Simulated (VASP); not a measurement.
# Ag (Im-3m) in VASP: a series of runs

Ag is run at these levels: PBEsol; tasks: single point, relaxation of cell and atoms.

Program: VASP 6.6.1. These are calculated values, not measurements. Logs are shortened: lines on timing, memory, paths and dates and some standing lists are left out, and cuts for length are marked.

## 1. The cell of the first run

The structure is cubic, space group Im-3m (No. 229). Conventional cell: a = 3.225 Å, b = 3.225 Å, c = 3.225 Å, α = 90.00°, β = 90.00°, γ = 90.00°. Ag (site symmetry m-3m) has 14 Ag at 2.79 to 3.22 Å within 3.7 Å.

## 2. Single point, PBEsol

File INCAR:

```
PREC = Accurate ; ENCUT = 520
EDIFF = 1E-6 ; ISMEAR = -1
SIGMA = 0.1 ; LREAL = False
LASPH = True ; NELM = 80
ALGO = Normal ; ISIF = 2
LWAVE = False ; LCHARG = False
GGA = PS ; NBANDS = 12
```

File KPOINTS:

```
regular mesh
0
Gamma
  19 19 19
```

File POSCAR:

```
Ag
1.0
    1.6124535452      1.6124535452      1.6124535452
   -1.6124535452      1.6124535452      1.6124535452
   -1.6124535452     -1.6124535452      1.6124535452
Ag
1
Direct
    0.0000000000      0.0000000000      0.0000000000
```

Potentials or basis: VASP PAW PBE potentials, release 64 (Ag).

Command:

```
$ cat potpaw_PBE.64/Ag/POTCAR > POTCAR
$ mpirun -np 1 vasp_std > vasp.out
```

OUTCAR:

```text
PREC = Accurate
   ENCUT = 520
   EDIFF = 1E-6
   ISMEAR = -1
   LREAL = False
   LASPH = True
   NELM = 80
   ISIF = 2
   GGA = PS

 ion  position               nearest neighbor table
   1  0.000  0.000  0.000-

  LATTYP: Found a body centered cubic cell.
 ALAT       =     3.2249070904

  Lattice vectors:

 A1 = (   1.6124535452,  -1.6124535452,  -1.6124535452)
 A2 = (   1.6124535452,   1.6124535452,   1.6124535452)
 A3 = (  -1.6124535452,  -1.6124535452,   1.6124535452)

Analysis of symmetry for initial positions (statically):
=====================================================================
 Subroutine PRICEL returns:
 Original cell was already a primitive cell.

 Routine SETGRP: Setting up the symmetry group for a
 body centered cubic supercell.

 Subroutine GETGRP returns: Found 48 space group operations
 (whereof 48 operations were pure point group operations)
 out of a pool of 48 trial point group operations.

The static configuration has the point symmetry O_h .

Analysis of symmetry for dynamics (positions and initial velocities):
=====================================================================
 Subroutine PRICEL returns:
 Original cell was already a primitive cell.

 Routine SETGRP: Setting up the symmetry group for a
 body centered cubic supercell.

 Subroutine GETGRP returns: Found 48 space group operations
 (whereof 48 operations were pure point group operations)
 out of a pool of 48 trial point group operations.

The dynamic configuration has the point symmetry O_h .

 Subroutine INISYM returns: Found 48 space group operations
 (whereof 48 operations are pure point group operations),
 and found     1 'primitive' translations

----------------------------------------------------------------------------------------

                                     Primitive cell

  volume of cell :      16.7696

  direct lattice vectors                    reciprocal lattice vectors
     1.612453545  1.612453545  1.612453545     0.310086453  0.000000000  0.310086453
    -1.612453545  1.612453545  1.612453545    -0.310086453  0.310086453  0.000000000
    -1.612453545 -1.612453545  1.612453545     0.000000000 -0.310086453  0.310086453

  length of vectors
     2.792851465  2.792851465  2.792851465     0.438528467  0.438528467  0.438528467

  position of ions in fractional coordinates (direct lattice)
     0.000000000  0.000000000  0.000000000

  ion indices of the primitive-cell ions
   primitive index   ion index
                 1           1

----------------------------------------------------------------------------------------

 KPOINTS: regular mesh

Automatic generation of k-mesh.
 Grid dimensions read from file:
 generate k-points for:   19   19   19

 Generating k-lattice:

  Cartesian coordinates                     Fractional coordinates (reciprocal lattice)
     0.016320340  0.000000000  0.016320340     0.052631579  0.000000000  0.000000000
    -0.016320340  0.016320340  0.000000000     0.000000000  0.052631579  0.000000000
     0.000000000 -0.016320340  0.016320340     0.000000000  0.000000000  0.052631579

  Length of vectors
     0.023080446  0.023080446  0.023080446

  Shift w.r.t. Gamma in fractional coordinates (k-lattice)
     0.000000000  0.000000000  0.000000000

 Subroutine IBZKPT returns following result:
 ===========================================

 Found    220 irreducible k-points:

 Following reciprocal coordinates:
            Coordinates               Weight
  0.000000  0.000000  0.000000      1.000000
  0.052632  0.000000  0.000000     12.000000
  0.105263  0.000000  0.000000     12.000000
  0.157895  0.000000  0.000000     12.000000
  0.210526  0.000000  0.000000     12.000000
  0.263158  0.000000  0.000000     12.000000
[... 16 lines left out ...]
  0.368421  0.105263  0.000000     48.000000
  0.421053  0.105263  0.000000     48.000000
 [... further k-points ...]
   k-points           NKPTS =    220   k-points in BZ     NKDIM =    220   number of bands    NBANDS=     12
   number of dos      NEDOS =    301   number of ions     NIONS =      1
   total plane-waves  NPLWV =  13824
   dimension x,y,z NGX =    24 NGY =   24 NGZ =   24
   dimension x,y,z NGXF=    48 NGYF=   48 NGZF=   48
   ions per type =               1
   NGX,Y,Z   is equivalent  to a cutoff of  14.29, 14.29, 14.29 a.u.
   NGXF,Y,Z  is equivalent  to a cutoff of  28.57, 28.57, 28.57 a.u.
 SYSTEM =  unknown system
   PREC   = accura    normal or accurate (medium, high low for compatibility)
   ISTART =      0    job   : 0-new  1-cont  2-samecut
   ICHARG =      2    charge: 1-file 2-atom 10-const
   ISPIN  =      1    spin polarized calculation?
   LNONCOLLINEAR =      F non collinear calculations
   LSORBIT =      F    spin-orbit coupling
   LASPH  =      T    aspherical Exc in radial PAW
   ENCUT  =  520.0 eV  38.22 Ry    6.18 a.u.   5.19  5.19  5.19*2*pi/ulx,y,z
   NELM   =     80;   NELMIN=  2; NELMDL= -5     # of ELM steps
   EDIFF  = 0.1E-05   stopping-criterion for ELM
   LREAL  =      F    real-space projection
   EDIFFG = 0.1E-04   stopping-criterion for IOM
   NSW    =      0    number of steps for IOM
   IBRION =     -1    ionic relax: 0-MD 1-quasi-New 2-CG
   NFREE  =      0    steps in history (QN), initial steepest desc. (CG)
   ISIF   =      2    stress and relaxation
   ISYM   =      2    0-nonsym 1-usesym 2-fastsym
   POTIM  = 0.5000    time-step for ionic-motion
   TEBEG  =    0.0;   TEEND  =   0.0 temperature during run
   PSTRESS=    0.0 pullay stress
   NELECT =      11.0000    total number of electrons
   NUPDOWN=      -1.0000    fix difference up-down
   EMIN   =  10.00;   EMAX   =-10.00  energy-range for DOS
   EFERMI =   0.00;   METHOD = LEGACY
   ISMEAR =    -1;   SIGMA  =   0.10  broadening in eV -4-tet -1-fermi 0-gaus
   EFERMI_NEDOS =   21; number of points for ismear=-14 and -15
   IALGO  =     38    algorithm
   IMIX   =      4    mixing-type and parameters
     AMIX     =   0.40;   BMIX     =  1.00
     AMIX_MAG =   1.60;   BMIX_MAG =  1.00
  volume/ion in A,a.u.               =      16.77       113.17
  Fermi-wavevector in a.u.,A,eV,Ry     =   1.422433  2.688009 27.528885  2.023316
  Thomas-Fermi vector in A             =   2.543137
   LORBIT       =      0    0 simple, 1 ext, 2 COOP (PROOUT), +10 PAW based schemes
   GGA     = PS    functional components
   LHFCALC =     F    Hartree Fock is set to
   AEXX    =    0.0000 exact exchange contribution
   IVDW    =     0    specifies the selected vdW correction
   LEPSILON=     F    determine dielectric tensor
   LRPA    =     F    only Hartree local field effects (RPA)
 non-spin polarized calculation
  energy-cutoff  :      520.00
  volume of cell :       16.77
 maximum number of plane-waves:       466
 NGX is ok and might be reduce to    24
   NGX = 11   NGY = 11   NGZ = 11

 number of electron      10.9999997 magnetization

 Free energy of the ion-electron system (eV)
  ---------------------------------------------------
  ext. energy  EPLUGINS =         0.00000000
  ---------------------------------------------------
  free energy    TOTEN  =        -3.27984789 eV

  energy without entropy =       -3.27195928  energy(sigma->0) =       -3.27590359

 E-fermi :   8.4679     XC(G=0): -12.5116

 val. band max:        8.4393376404   @ k =   0.4737   0.1579   0.0526
 cond. band min:       8.4848518860   @ k =   0.4737   0.2105   0.0526
 fundamental gap:      0.0455142457
 Fermi energy:         8.4679108037

 k-point     1 :       0.0000    0.0000    0.0000
  band No.  band energies     occupation
      1       0.5181      2.00000
      2       3.5125      2.00000
      3       3.5125      2.00000
      4       3.5125      2.00000
      5       4.8997      2.00000
      6       4.8997      2.00000
      7      26.4705      0.00000
      8      26.4705      0.00000
      9      26.4705      0.00000
     10      33.0221      0.00000
     11      33.0223      0.00000
     12      33.0587      0.00000

 k-point     2 :       0.0526    0.0000    0.0000
  band No.  band energies     occupation
      1       0.6114      2.00000
      2       3.4886      2.00000
      3       3.5159      2.00000
      4       3.5669      2.00000
      5       4.8730      2.00000
      6       4.9014      2.00000
      7      26.2624      0.00000
      8      26.4508      0.00000
      9      26.5410      0.00000
     10      31.5520      0.00000
     11      31.8098      0.00000
     12      32.4278      0.00000

 k-point     3 :       0.1053    0.0000    0.0000
  band No.  band energies     occupation
      1       0.8826      2.00000
      2       3.4203      2.00000
      3       3.5270      2.00000
      4       3.7272      2.00000
      5       4.8060      2.00000
      6       4.9068      2.00000
      7      25.5213      0.00000
      8      26.2868      0.00000
      9      26.7423      0.00000
     10      30.4941      0.00000
     11      30.5359      0.00000
     12      31.0971      0.00000
[... 286 lines left out ...]
 k-point    23 :       0.3684    0.1053    0.0000
  band No.  band energies     occupation
      1       2.3401      2.00000
      2       2.9800      2.00000
      3       4.1277      2.00000
      4       4.6687      2.00000
      5       5.0486      2.00000
      6       5.9706      2.00000
      7      18.1333      0.00000
      8      21.9370      0.00000
      9      24.2450      0.00000
     10      28.2971      0.00000
     11      31.6173      0.00000
     12      31.9727      0.00000

 k-point    24 :       0.4211    0.1053    0.0000
  band No.  band energies     occupation
      1       2.2668      2.00000
      2       2.8757      2.00000
      3       4.5171      2.00000
      4       4.7680      2.00000
      5       5.1732      2.00000
      6       6.9032      2.00000
      7      16.1108      0.00000
      8      21.3237      0.00000
      9      23.4468      0.00000
     10      28.6031      0.00000
     11      31.5941      0.00000
     12      32.5198      0.00000

 [... further k-points ...]
[... 5 lines left out ...]
  --------------------------------------------------------------------------------------
  -------------------------------------------------------------------------------------
  Total       -0.0277461     -0.0277461     -0.0277461     -0.0000000      0.0000000      0.0000000
  in kB       -2.6508826     -2.6508826     -2.6508826     -0.0000000      0.0000000      0.0000000
  external PRESSURE =      -2.6508826 kB  Pullay stress =       0.0000000 kB

 VOLUME and BASIS-vectors are now :
 -----------------------------------------------------------------------------
  energy-cutoff  :      520.00
  volume of cell :       16.77
      direct lattice vectors                 reciprocal lattice vectors
     1.612453545  1.612453545  1.612453545     0.310086453  0.000000000  0.310086453
    -1.612453545  1.612453545  1.612453545    -0.310086453  0.310086453  0.000000000
    -1.612453545 -1.612453545  1.612453545     0.000000000 -0.310086453  0.310086453

 POSITION                                       TOTAL-FORCE (eV/Angst)
 -----------------------------------------------------------------------------------
      0.00000      0.00000      0.00000         0.000000     -0.000000      0.000000
 -----------------------------------------------------------------------------------
    total drift:                               -0.000000     -0.000000     -0.000000

  FREE ENERGIE OF THE ION-ELECTRON SYSTEM (eV)
  ---------------------------------------------------
  free  energy   TOTEN  =        -3.2798478929 eV

  energy  without entropy=       -3.2719592826  energy(sigma->0) =       -3.27590359
```

Wall time 24 s (1 thread of Intel Xeon Platinum 8488C (Sapphire Rapids), shared host); peak memory 0.17 GiB.

What came out:

```
Free energy : -3.2798 eV
Pressure    : -0.3 GPa
```

Caveat: the PAW data sets were made with another functional, which shifts forces and pressure a little.

## 3. Relaxation of cell and atoms, PBEsol

This run uses another cell than the first one, of 17.01 Å³/atom, 1.014 times its volume.

File INCAR:

```
SYSTEM = Ag
  ALGO = Normal
  EDIFF = 1E-6
  EDIFFG = -0.02
  ENCUT = 600
  GGA = PS
  IBRION = 2
  ISIF = 3
  ISMEAR = -1
  LASPH = .TRUE.
  LCHARG = .FALSE.
  LREAL = .FALSE.
  LWAVE = .FALSE.
  NELM = 80
  NSW = 80
  PREC = Accurate
  SIGMA = 0.1
```

File KPOINTS:

```
k-points
0
G
  19 19 19
  0 0 0
```

File POSCAR:

```
Ag
1.0
    1.6200000000      1.6200000000      1.6200000000
   -1.6200000000      1.6200000000      1.6200000000
   -1.6200000000     -1.6200000000      1.6200000000
Ag
1
Direct
    0.0000000000      0.0000000000      0.0000000000
```

Potentials or basis: VASP PAW PBE potentials, release 64 (Ag).

Command:

```
$ cat potpaw_PBE.64/Ag/POTCAR > POTCAR
$ mpirun -np 1 vasp_std > vasp.out
```

It took 42 s on 1 thread of Intel Xeon Platinum 8488C (Sapphire Rapids), shared host; peak memory 0.18 GiB.

The run converged. Its results:

* Free energy: -3.2802 eV
* Relaxed volume: 16.73 Å³/atom
* Relaxed cell: a = 2.791 Å, b = 2.791 Å, c = 2.791 Å, α = 70.53°, β = 109.47°, γ = 70.53°
* Space group after relaxing (to 0.05 Å): Im-3m (No. 229)
* Energy gained by relaxing: 1.6 meV/atom
* Ionic steps: 3
* Pressure after relaxing: 0.0 GPa

The path:
```tsv
step	energy change (eV)	largest force (eV/Å)	pressure (GPa)	volume (Å³)
1	0.0000	0.0000	-1.81	17.01
2	-0.0008	0.0000	1.41	16.54
3	-0.0016	0.0000	0.03	16.73
```

Final structure:
```yaml
crystal:
  lattice:
    - [1.61120, 1.61120, 1.61120]
    - [-1.61120, 1.61120, 1.61120]
    - [-1.61120, -1.61120, 1.61120]
  atoms:
    - { symbol: Ag, position: [0.00000, 0.00000, 0.00000] }
```

Levels at points of the mesh, in eV from the Fermi level:
| k point | band 1 | band 2 | band 3 | band 4 | band 5 | band 6 | band 7 | band 8 | band 9 |
| --- | --- | --- | --- | --- | --- | --- | --- | --- | --- |
| (0.00, 0.00, 0.00) | -7.97 | -4.96 | -4.96 | -4.96 | -3.57 | -3.57 | 18.01 | 18.01 | 18.01 |

Caveat: the PAW data sets were made with another functional, which shifts forces and pressure a little.
